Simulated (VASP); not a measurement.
# PbS4H4: single point with PBE

System: PbS4H4, in a box.

```xyz
9
Lattice="13.8600 0.0000 0.0000 0.0000 13.8600 0.0000 0.0000 0.0000 12.0400" Properties=species:S:1:pos:R:3 pbc="T T T"
Pb    6.9297    6.9297    6.0208
S     8.4093    8.4957    7.3806
S     9.3594    7.5428    7.5415
S     5.4501    5.3637    7.3806
S     4.5000    6.3166    7.5415
H     8.4957    5.4501    4.6609
H     7.5428    4.5000    4.5000
H     5.3637    8.4093    4.6609
H     6.3166    9.3594    4.5000
```

```yaml
Program: VASP 6.6.1
Task: single point
Functional: PBE
Potentials_or_basis: VASP PAW PBE potentials, release 64 (Pb_d, S, H_h)
Cutoff: 1000 eV
k_mesh: 1 × 1 × 1
Occupations: gaussian, width 0.01 eV
Spin: no spin polarisation
```

The largest force is 0.186 eV/Å and the gap between the frontier levels is 2.01 eV.

Forces on the atoms (eV/Å):
```
Pb   0.000  0.000  0.000
S   -0.051 -0.147 -0.101
S    0.051  0.147 -0.101
S   -0.147  0.051  0.101
S    0.147 -0.051  0.101
H   -0.081  0.036 -0.028
H    0.081 -0.036 -0.028
H    0.036  0.081  0.028
H   -0.036 -0.081  0.028
```

Levels at points of the mesh, in eV from the valence-band top:
```tsv
k point	band 18	band 19	band 20	band 21	band 22	band 23	band 24	band 25
(0.00, 0.00, 0.00)	-0.17	-0.09	0.00	0.00	2.01	5.04	5.18	5.18
```

Run time: 7.3 min on 1 thread of Intel(R) Xeon(R) 6975P-C (Granite Rapids), with other jobs on the host, peak memory 3.6 GiB.

Caveat: spin-orbit coupling is left out, which moves the levels of the heavy elements.
